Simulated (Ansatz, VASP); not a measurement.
**Two plane-wave programs on MgO**

```
CELL_PARAMETERS angstrom
5.63354 0.00000 0.00000
0.00000 5.63354 0.00000
0.00000 0.00000 5.63354
ATOMIC_POSITIONS crystal
Mg 0.25000 0.99567 0.50000
Mg 0.00000 0.50632 0.25000
Mg 0.50000 0.72497 0.00000
Mg 0.75000 0.99567 0.50000
Mg 0.00000 0.50632 0.75000
Mg 0.50000 0.22497 0.00000
O 0.25000 0.52608 0.00000
O 0.50000 0.01773 0.25000
O 0.00000 0.74118 0.50000
O 0.75000 0.52608 0.00000
O 0.50000 0.01773 0.75000
O 0.00000 0.24118 0.50000
```

Change from the starting cell: mode 14 frozen in at -0.030 Å and mode 24 at -0.141 Å (largest displacements).

Alike in both runs: task single point; functional PBE; k mesh 4 × 4 × 4; occupations gaussian, width 0.05 eV; no spin polarisation.

|  | VASP | Ansatz |
| --- | --- | --- |
| version | VASP 6.6.1 | Ansatz 0.2.0 |
| potentials or method | VASP PAW PBE potentials, release 64 (Mg, O), cutoff 520 eV | scalar-relativistic, plane waves, PAW |
| valence electrons in the cell | 48 | 96 |

```tsv
	VASP	Ansatz	Ansatz less VASP
gap on the k mesh at the Fermi level (eV)	2.84	2.86	+0.015
least direct gap on the mesh (eV)	2.85	2.86	+0.015
pressure (GPa)	2.2	2.4	+0.26
traceless stress, the component that is largest in VASP (GPa)	0.48	0.48	-0.007
rms of the force components (eV/Å)	1.081	1.063	-0.0179
```

Atom by atom the forces differ by 0.018 eV/Å (rms over components). The functional is the same, so the differences come from potentials, cutoffs and numerics. VASP's potentials hold 48 valence electrons a cell and Ansatz's 96, so a difference there can come from the potentials and not from the codes.
